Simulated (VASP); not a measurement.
# CaB6 (Pm-3m) in VASP: further runs

Runs on CaB6. Level: PBE. Tasks: relaxation of cell and atoms, single point.

Program: VASP 6.6.1. These are calculated values, not measurements. Logs are shortened: lines on timing, memory, paths and dates and some standing lists are left out, and cuts for length are marked.

### Step 1. The cell of the first run

The structure is cubic, space group Pm-3m (No. 221). Conventional cell: a = 4.047 Å, b = 4.047 Å, c = 4.047 Å, α = 90.00°, β = 90.00°, γ = 90.00°. Ca (site symmetry m-3m) has 24 B at 2.98 Å within 3.9 Å. B (site symmetry 4mm) has 5 B at 1.68 Å within 2.2 Å.

### Step 2. Relaxation of cell and atoms, PBE

Input file INCAR:

```
SYSTEM = CaB6
  PREC = Accurate
  ENCUT = 600
  EDIFF = 1E-6
  ISMEAR = 0
  SIGMA = 0.2
  LREAL = .False.
  LASPH = .True.
  NELM = 100
  ALGO = Normal
  ISIF = 3
  LWAVE = .False.
  LCHARG = .False.
  GGA = PE
  IBRION = 2
  NSW = 36
  EDIFFG = -0.08
```

Input file KPOINTS:

```
regular mesh
0
Gamma
  4 4 4
  0 0 0
```

Input file POSCAR:

```
CaB6
1.0
    4.0471584700      0.0000000000      0.0000000000
    0.0000000000      4.0471584700      0.0000000000
    0.0000000000      0.0000000000      4.0471584700
Ca B
1 6
Direct
    0.0000000000      0.0000000000      0.0000000000
    0.2070000000      0.5000000000      0.5000000000
    0.5000000000      0.2070000000      0.5000000000
    0.7930000000      0.5000000000      0.5000000000
    0.5000000000      0.7930000000      0.5000000000
    0.5000000000      0.5000000000      0.2070000000
    0.5000000000      0.5000000000      0.7930000000
```

Potentials or basis: VASP PAW PBE potentials, release 64 (Ca_sv, B).

Run with:

```
> cat potpaw_PBE.64/Ca_sv/POTCAR potpaw_PBE.64/B/POTCAR > POTCAR
> mpirun -np 1 vasp_std > vasp.out
```

OUTCAR:

```text
SYSTEM = CaB6
   PREC = Accurate
   ENCUT = 600
   EDIFF = 1E-6
   ISMEAR = 0
   LREAL = .False.
   LASPH = .True.
   NELM = 100
   ISIF = 3
   GGA = PE
   IBRION = 2
   NSW = 36
   EDIFFG = -0.08

 ion  position               nearest neighbor table
   1  0.000  0.000  0.000-
   2  0.207  0.500  0.500-   4 1.68   3 1.68   5 1.68   6 1.68   7 1.68
   3  0.500  0.207  0.500-   5 1.68   4 1.68   2 1.68   6 1.68   7 1.68
   4  0.793  0.500  0.500-   2 1.68   3 1.68   5 1.68   6 1.68   7 1.68
   5  0.500  0.793  0.500-   3 1.68   2 1.68   4 1.68   6 1.68   7 1.68
   6  0.500  0.500  0.207-   7 1.68   3 1.68   4 1.68   5 1.68   2 1.68
   7  0.500  0.500  0.793-   6 1.68   3 1.68   4 1.68   5 1.68   2 1.68

  LATTYP: Found a simple cubic cell.
 ALAT       =     4.0471584700

  Lattice vectors:

 A1 = (   4.0471584700,   0.0000000000,   0.0000000000)
 A2 = (   0.0000000000,   4.0471584700,   0.0000000000)
 A3 = (   0.0000000000,   0.0000000000,   4.0471584700)

Analysis of symmetry for initial positions (statically):
=====================================================================
 Subroutine PRICEL returns:
 Original cell was already a primitive cell.

 Routine SETGRP: Setting up the symmetry group for a
 simple cubic supercell.

 Subroutine GETGRP returns: Found 48 space group operations
 (whereof 48 operations were pure point group operations)
 out of a pool of 48 trial point group operations.

The static configuration has the point symmetry O_h .

Analysis of symmetry for dynamics (positions and initial velocities):
=====================================================================
 Subroutine PRICEL returns:
 Original cell was already a primitive cell.

 Routine SETGRP: Setting up the symmetry group for a
 simple cubic supercell.

 Subroutine GETGRP returns: Found 48 space group operations
 (whereof 48 operations were pure point group operations)
 out of a pool of 48 trial point group operations.

The dynamic configuration has the point symmetry O_h .

 Subroutine INISYM returns: Found 48 space group operations
 (whereof 48 operations are pure point group operations),
 and found     1 'primitive' translations

----------------------------------------------------------------------------------------

                                     Primitive cell

  volume of cell :      66.2904

  direct lattice vectors                    reciprocal lattice vectors
     4.047158470  0.000000000  0.000000000     0.247086939  0.000000000  0.000000000
     0.000000000  4.047158470  0.000000000     0.000000000  0.247086939  0.000000000
     0.000000000  0.000000000  4.047158470     0.000000000  0.000000000  0.247086939

  length of vectors
     4.047158470  4.047158470  4.047158470     0.247086939  0.247086939  0.247086939

  position of ions in fractional coordinates (direct lattice)
     0.000000000  0.000000000  0.000000000
     0.207000000  0.500000000  0.500000000
     0.500000000  0.207000000  0.500000000
     0.793000000  0.500000000  0.500000000
     0.500000000  0.793000000  0.500000000
     0.500000000  0.500000000  0.207000000
     0.500000000  0.500000000  0.793000000

  ion indices of the primitive-cell ions
   primitive index   ion index
                 1           1
                 2           2
                 3           3
                 4           4
                 5           5
                 6           6
                 7           7

----------------------------------------------------------------------------------------

 KPOINTS: regular mesh

Automatic generation of k-mesh.
 Grid dimensions read from file:
 generate k-points for:    4    4    4

 Generating k-lattice:

  Cartesian coordinates                     Fractional coordinates (reciprocal lattice)
     0.061771735  0.000000000  0.000000000     0.250000000  0.000000000  0.000000000
     0.000000000  0.061771735  0.000000000     0.000000000  0.250000000  0.000000000
     0.000000000  0.000000000  0.061771735     0.000000000  0.000000000  0.250000000

  Length of vectors
     0.061771735  0.061771735  0.061771735

  Shift w.r.t. Gamma in fractional coordinates (k-lattice)
     0.000000000  0.000000000  0.000000000

 Subroutine IBZKPT returns following result:
 ===========================================

 Found     10 irreducible k-points:

 Following reciprocal coordinates:
            Coordinates               Weight
  0.000000  0.000000  0.000000      1.000000
  0.250000  0.000000  0.000000      6.000000
  0.500000  0.000000  0.000000      3.000000
  0.250000  0.250000  0.000000     12.000000
  0.500000  0.250000  0.000000     12.000000
  0.500000  0.500000  0.000000      3.000000
  0.250000  0.250000  0.250000      8.000000
  0.500000  0.250000  0.250000     12.000000
  0.500000  0.500000  0.250000      6.000000
  0.500000  0.500000  0.500000      1.000000
   k-points           NKPTS =     10   k-points in BZ     NKDIM =     10   number of bands    NBANDS=     18
   number of dos      NEDOS =    301   number of ions     NIONS =      7
   total plane-waves  NPLWV =  32768
   dimension x,y,z NGX =    32 NGY =   32 NGZ =   32
   dimension x,y,z NGXF=    64 NGYF=   64 NGZF=   64
   ions per type =               1   6
   NGX,Y,Z   is equivalent  to a cutoff of  13.14, 13.14, 13.14 a.u.
   NGXF,Y,Z  is equivalent  to a cutoff of  26.29, 26.29, 26.29 a.u.
 SYSTEM =  CaB6
   PREC   = accura    normal or accurate (medium, high low for compatibility)
   ISTART =      0    job   : 0-new  1-cont  2-samecut
   ICHARG =      2    charge: 1-file 2-atom 10-const
   ISPIN  =      1    spin polarized calculation?
   LNONCOLLINEAR =      F non collinear calculations
   LSORBIT =      F    spin-orbit coupling
   LASPH  =      T    aspherical Exc in radial PAW
   ENCUT  =  600.0 eV  44.10 Ry    6.64 a.u.   8.08  8.08  8.08*2*pi/ulx,y,z
   NELM   =    100;   NELMIN=  2; NELMDL= -5     # of ELM steps
   EDIFF  = 0.1E-05   stopping-criterion for ELM
   LREAL  =      F    real-space projection
   EDIFFG = -.8E-01   stopping-criterion for IOM
   NSW    =     36    number of steps for IOM
   IBRION =      2    ionic relax: 0-MD 1-quasi-New 2-CG
   NFREE  =      1    steps in history (QN), initial steepest desc. (CG)
   ISIF   =      3    stress and relaxation
   ISYM   =      2    0-nonsym 1-usesym 2-fastsym
   POTIM  = 0.5000    time-step for ionic-motion
   TEBEG  =    0.0;   TEEND  =   0.0 temperature during run
   PSTRESS=    0.0 pullay stress
   NELECT =      28.0000    total number of electrons
   NUPDOWN=      -1.0000    fix difference up-down
   EMIN   =  10.00;   EMAX   =-10.00  energy-range for DOS
   EFERMI =   0.00;   METHOD = LEGACY
   ISMEAR =     0;   SIGMA  =   0.20  broadening in eV -4-tet -1-fermi 0-gaus
   EFERMI_NEDOS =   21; number of points for ismear=-14 and -15
   IALGO  =     38    algorithm
   IMIX   =      4    mixing-type and parameters
     AMIX     =   0.40;   BMIX     =  1.00
     AMIX_MAG =   1.60;   BMIX_MAG =  1.00
  volume/ion in A,a.u.               =       9.47        63.91
  Fermi-wavevector in a.u.,A,eV,Ry     =   1.228317  2.321183 20.527978  1.508764
  Thomas-Fermi vector in A             =   2.363248
   LORBIT       =      0    0 simple, 1 ext, 2 COOP (PROOUT), +10 PAW based schemes
   GGA     = PE    functional components
   LHFCALC =     F    Hartree Fock is set to
   AEXX    =    0.0000 exact exchange contribution
   IVDW    =     0    specifies the selected vdW correction
   LEPSILON=     F    determine dielectric tensor
   LRPA    =     F    only Hartree local field effects (RPA)
 conjugate gradient relaxation of ions
 non-spin polarized calculation
 Gauss-broadening in eV      SIGMA  =   0.20
  energy-cutoff  :      600.00
  volume of cell :       66.29
 maximum number of plane-waves:      2272
   NGX = 17   NGY = 17   NGZ = 17

--------------------------------------- Ionic step        1  -------------------------------------------

 number of electron      27.9999997 magnetization

 Free energy of the ion-electron system (eV)
  ---------------------------------------------------
  ext. energy  EPLUGINS =         0.00000000
  ---------------------------------------------------
  free energy    TOTEN  =       -44.62321836 eV

  energy without entropy =      -44.61168276  energy(sigma->0) =      -44.61745056

------------------------ aborting loop because EDIFF is reached ----------------------------------------

  FORCE on cell =-STRESS in cart. coord.  units (eV):
  Direction    XX          YY          ZZ          XY          YZ          ZX
  --------------------------------------------------------------------------------------
  -------------------------------------------------------------------------------------
  Total        6.3393408      6.3393408      6.3393408     -0.0000000      0.0000000      0.0000000
  in kB      153.2159765    153.2159765    153.2159765     -0.0000000      0.0000000      0.0000000
  external PRESSURE =     153.2159765 kB  Pullay stress =       0.0000000 kB

 VOLUME and BASIS-vectors are now :
 -----------------------------------------------------------------------------
  energy-cutoff  :      600.00
  volume of cell :       66.29
      direct lattice vectors                 reciprocal lattice vectors
     4.047158470  0.000000000  0.000000000     0.247086939  0.000000000  0.000000000
     0.000000000  4.047158470  0.000000000     0.000000000  0.247086939  0.000000000
     0.000000000  0.000000000  4.047158470     0.000000000  0.000000000  0.247086939
[... 165 lines left out ...]
 POSITION                                       TOTAL-FORCE (eV/Angst)
 -----------------------------------------------------------------------------------
      4.16430      0.00000      4.16430        -0.000000      0.000000      0.000000
      0.84174      2.08215      2.08215        -0.123196     -0.000000     -0.000000
      2.08215      0.84174      2.08215        -0.000000     -0.123196     -0.000000
      3.32256      2.08215      2.08215         0.123196      0.000000      0.000000
      2.08215      3.32256      2.08215         0.000000      0.123196      0.000000
      2.08215      2.08215      0.84174         0.000000      0.000000     -0.123196
      2.08215      2.08215      3.32256        -0.000000     -0.000000      0.123196
 -----------------------------------------------------------------------------------
    total drift:                                0.000000     -0.000000     -0.000000

  FREE ENERGIE OF THE ION-ELECTRON SYSTEM (eV)
  ---------------------------------------------------
  free  energy   TOTEN  =       -44.9771333632 eV

  energy  without entropy=      -44.9629428859  energy(sigma->0) =      -44.97003812

--------------------------------------- Ionic step        6  -------------------------------------------

 number of electron      28.0000006 magnetization

 Free energy of the ion-electron system (eV)
  ---------------------------------------------------
  ext. energy  EPLUGINS =         0.00000000
  ---------------------------------------------------
  free energy    TOTEN  =       -44.98344573 eV

  energy without entropy =      -44.96959626  energy(sigma->0) =      -44.97652100

 E-fermi :   4.6878     XC(G=0): -10.5732

 val. band max:        4.5648430789   @ k =   0.5000   0.0000   0.0000
 cond. band min:       4.7200297938   @ k =   0.5000   0.0000   0.0000
 fundamental gap:      0.1551867149
 Fermi energy:         4.6877591282

 k-point     1 :       0.0000    0.0000    0.0000
  band No.  band energies     occupation
      1     -36.4661      2.00000
      2     -17.4527      2.00000
      3     -17.4527      2.00000
      4     -17.4527      2.00000
      5      -9.7875      2.00000
      6      -2.2186      2.00000
[... 10 lines left out ...]
     17       7.4506      0.00000
     18       8.0355      0.00000
[... 209 lines left out ...]
 POSITION                                       TOTAL-FORCE (eV/Angst)
 -----------------------------------------------------------------------------------
      0.00000      0.00000      0.00000         0.000000      0.000000      0.000000
      0.83468      2.07331      2.07331         0.012631      0.000000      0.000000
      2.07331      0.83468      2.07331         0.000000      0.012631      0.000000
      3.31193      2.07331      2.07331        -0.012631     -0.000000     -0.000000
      2.07331      3.31193      2.07331        -0.000000     -0.012631     -0.000000
      2.07331      2.07331      0.83468        -0.000000     -0.000000      0.012631
      2.07331      2.07331      3.31193         0.000000      0.000000     -0.012631
 -----------------------------------------------------------------------------------
    total drift:                                0.000000     -0.000000     -0.000000

  FREE ENERGIE OF THE ION-ELECTRON SYSTEM (eV)
  ---------------------------------------------------
  free  energy   TOTEN  =       -44.9834457331 eV

  energy  without entropy=      -44.9695962615  energy(sigma->0) =      -44.97652100

 reached required accuracy - stopping structural energy minimisation
```

Run time: 38 s. Hardware: 1 thread of Intel Xeon 6975P-C (Granite Rapids), shared host; peak memory 0.18 GiB.

What came out:

```yaml
Free_energy: -44.9834 eV
Relaxed_volume: 10.19 Å³/atom
Relaxed_cell: a = 4.147 Å, b = 4.147 Å, c = 4.147 Å, α = 90.00°, β = 90.00°, γ = 90.00°
Space_group_after_relaxing_to_0.05_Å: Pm-3m (No. 221)
Energy_gained_by_relaxing: 51.5 meV/atom
Ionic_steps: 6
Pressure_after_relaxing: 0.0 GPa
Largest_force_after_relaxing: 0.013 eV/Å
Band_gap_on_the_k_mesh: 0.16 eV, direct
```

Forces in eV/Å, atoms in the order of the input:
```
Ca   0.000  0.000  0.000
B    0.013  0.000  0.000
B    0.000  0.013  0.000
B   -0.013  0.000  0.000
B    0.000 -0.013  0.000
B    0.000  0.000  0.013
B    0.000  0.000 -0.013
```

The path:
| step | energy change (eV) | largest force (eV/Å) | pressure (GPa) | volume (Å³) |
| --- | --- | --- | --- | --- |
| 1 | 0.0000 | 2.0831 | 15.32 | 66.29 |
| 2 | 0.9735 | 4.8329 | -7.34 | 75.36 |
| 3 | -0.3098 | 0.5739 | 4.71 | 68.97 |
| 4 | -0.3104 | 0.4862 | 5.02 | 68.87 |
| 5 | -0.3539 | 0.1232 | -1.72 | 72.21 |
| 6 | -0.3602 | 0.0126 | -0.04 | 71.30 |

Final structure:
```cif
data_structure
_symmetry_space_group_name_H-M 'P 1'
_symmetry_Int_Tables_number 1
_cell_length_a 4.1466
_cell_length_b 4.1466
_cell_length_c 4.1466
_cell_angle_alpha 90.000
_cell_angle_beta 90.000
_cell_angle_gamma 90.000
_cell_volume 71.30
loop_
_atom_site_label
_atom_site_type_symbol
_atom_site_fract_x
_atom_site_fract_y
_atom_site_fract_z
_atom_site_occupancy
Ca1 Ca 0.00000 0.00000 0.00000 1
B1 B 0.20129 0.50000 0.50000 1
B2 B 0.50000 0.20129 0.50000 1
B3 B 0.79871 0.50000 0.50000 1
B4 B 0.50000 0.79871 0.50000 1
B5 B 0.50000 0.50000 0.20129 1
B6 B 0.50000 0.50000 0.79871 1
```

Caveat: the relaxation stopped at a loose force limit of 0.08 eV/Å, so its end isn't a converged minimum.

### Step 3. Single point, PBE (volume scaled by 0.88, then relaxed in part)

Input file INCAR:

```
PREC = Accurate
ENCUT = 520
EDIFF = 1E-6
ISMEAR = 0
SIGMA = 0.01
LREAL = False
LASPH = True
NELM = 60
ALGO = Normal
ISIF = 2
LWAVE = False
LCHARG = False
GGA = PE
NBANDS = 23
```

Input file KPOINTS:

```
regular mesh
0
Gamma
  8 8 8
```

Input file POSCAR:

```
CaB6
1.0
    3.9748830691      0.0000000000      0.0000000000
    0.0000000000      3.9748830691      0.0000000000
    0.0000000000      0.0000000000      3.9748830691
Ca B
1 6
Direct
    0.0000000000      0.0000000000      0.0000000000
    0.1996138922      0.5000000000      0.5000000000
    0.5000000000      0.1996138922      0.5000000000
    0.8003861078      0.5000000000      0.5000000000
    0.5000000000      0.8003861078      0.5000000000
    0.5000000000      0.5000000000      0.1996138922
    0.5000000000      0.5000000000      0.8003861078
```

Potentials or basis: VASP PAW PBE potentials, release 64 (Ca_sv, B).

Run with:

```
> cat potpaw_PBE.64/Ca_sv/POTCAR potpaw_PBE.64/B/POTCAR > POTCAR
> mpirun -np 1 vasp_std > vasp.out
```

It took 23 s on 1 thread of Intel Xeon 6975P-C (Granite Rapids), shared host; peak memory 0.19 GiB.

The run converged. Its results:

* Free energy: -44.4249 eV
* Pressure: 24.1 GPa
* Largest force: 0.027 eV/Å
* Band gap on the k mesh: 0.14 eV, direct

Forces in eV/Å, atoms in the order of the input:
```
Ca   0.000  0.000  0.000
B   -0.027  0.000  0.000
B    0.000 -0.027  0.000
B    0.027  0.000  0.000
B    0.000  0.027  0.000
B    0.000  0.000 -0.027
B    0.000  0.000  0.027
```

Levels at points of the mesh, in eV from the valence-band top:
| k point | band 10 | band 11 | band 12 | band 13 | band 14 | band 15 | band 16 | band 17 | band 18 | band 19 |
| --- | --- | --- | --- | --- | --- | --- | --- | --- | --- | --- |
| (0.00, 0.00, 0.00) | -5.48 | -5.48 | -0.25 | -0.25 | -0.25 | 2.96 | 2.96 | 2.96 | 3.71 | 3.71 |
| (0.50, 0.00, 0.00) | -4.99 | -2.54 | -2.54 | -1.85 | -0.29 | 0.22 | 3.57 | 3.57 | 4.19 | 4.63 |
| (0.50, 0.50, 0.00) | -5.42 | -2.96 | -2.96 | -1.51 | -1.51 | 3.40 | 3.40 | 4.51 | 4.85 | 4.98 |
| (0.50, 0.50, 0.50) | -4.71 | -4.71 | -1.05 | -1.05 | -1.05 | 4.95 | 5.33 | 5.33 | 5.53 | 5.53 |

Caveat: the cell differs from its parent crystal (volume scaled by 0.88, then relaxed in part).

### Step 4. Single point, PBE (volume scaled by 0.91, then relaxed in part)

Input file INCAR:

```
SYSTEM = CaB6
ALGO = Normal
EDIFF = 1E-6
ENCUT = 520
GGA = PE
ISIF = 2
ISMEAR = 0
LASPH = .True.
LCHARG = .False.
LREAL = .False.
LWAVE = .False.
NBANDS = 23
NELM = 60
PREC = Accurate
SIGMA = 0.01
```

Input file KPOINTS:

```
k-points
0
Gamma
  8 8 8
  0 0 0
```

Input file POSCAR:

```
CaB6
1.0
    4.0195484151      0.0000000000      0.0000000000
    0.0000000000      4.0195484151      0.0000000000
    0.0000000000      0.0000000000      4.0195484151
Ca B
1 6
Direct
    0.0000000000      0.0000000000      0.0000000000
    0.2000636207      0.5000000000      0.5000000000
    0.5000000000      0.2000636207      0.5000000000
    0.7999363793      0.5000000000      0.5000000000
    0.5000000000      0.7999363793      0.5000000000
    0.5000000000      0.5000000000      0.2000636207
    0.5000000000      0.5000000000      0.7999363793
```

Run with:

```
> cat potpaw_PBE.64/Ca_sv/POTCAR potpaw_PBE.64/B/POTCAR > POTCAR
> mpirun -np 1 vasp_std > vasp.out
```

Wall time 23 s (1 thread of Intel Xeon 6975P-C (Granite Rapids), shared host); peak memory 0.19 GiB.

It converged, with:

- Free energy: -44.6977 eV
- Pressure: 16.7 GPa
- Largest force: 0.023 eV/Å
- Band gap on the k mesh: 0.06 eV, direct

Forces on the atoms (eV/Å):
```
Ca   0.000  0.000  0.000
B   -0.023  0.000  0.000
B    0.000 -0.023  0.000
B    0.023  0.000  0.000
B    0.000  0.023  0.000
B    0.000  0.000 -0.023
B    0.000  0.000  0.023
```

Levels at points of the mesh, in eV from the valence-band top:
| k point | band 11 | band 12 | band 13 | band 14 | band 15 | band 16 | band 17 | band 18 |
| --- | --- | --- | --- | --- | --- | --- | --- | --- |
| (0.00, 0.00, 0.00) | -5.49 | -0.31 | -0.31 | -0.31 | 2.87 | 2.87 | 2.87 | 3.58 |
| (0.50, 0.00, 0.00) | -2.54 | -2.54 | -1.88 | -0.28 | 0.13 | 3.42 | 3.42 | 4.05 |
| (0.50, 0.50, 0.00) | -2.94 | -2.94 | -1.55 | -1.55 | 3.26 | 3.26 | 4.35 | 4.68 |
| (0.50, 0.50, 0.50) | -4.66 | -1.11 | -1.11 | -1.11 | 4.71 | 5.13 | 5.13 | 5.29 |

Caveat: the cell differs from its parent crystal (volume scaled by 0.91, then relaxed in part).

### Step 5. The runs side by side

| task | cell | k mesh | cutoff (eV) | smearing | gap on the mesh (eV) | pressure (GPa) | largest force (eV/Å) |
| --- | --- | --- | --- | --- | --- | --- | --- |
| relaxation of cell and atoms | relaxed from a = 4.047 Å, 7 atoms | 4 × 4 × 4 | 600 | gaussian 0.2 eV | 0.16 | 0.0 | 0.01 |
| single point | a = 3.975 Å, 7 atoms | 8 × 8 × 8 | 520 | gaussian 0.01 eV | 0.14 | 24.1 | 0.03 |
| single point | a = 4.020 Å, 7 atoms | 8 × 8 × 8 | 520 | gaussian 0.01 eV | 0.06 | 16.7 | 0.02 |

Alike in all rows: level PBE; potentials or basis VASP PAW PBE potentials, release 64 (Ca_sv, B); no spin polarisation.

Caveats: the relaxation stopped at a loose force limit of 0.08 eV/Å, so its end isn't a converged minimum (some runs).

Absolute energies hang on the potentials; compare differences alone.
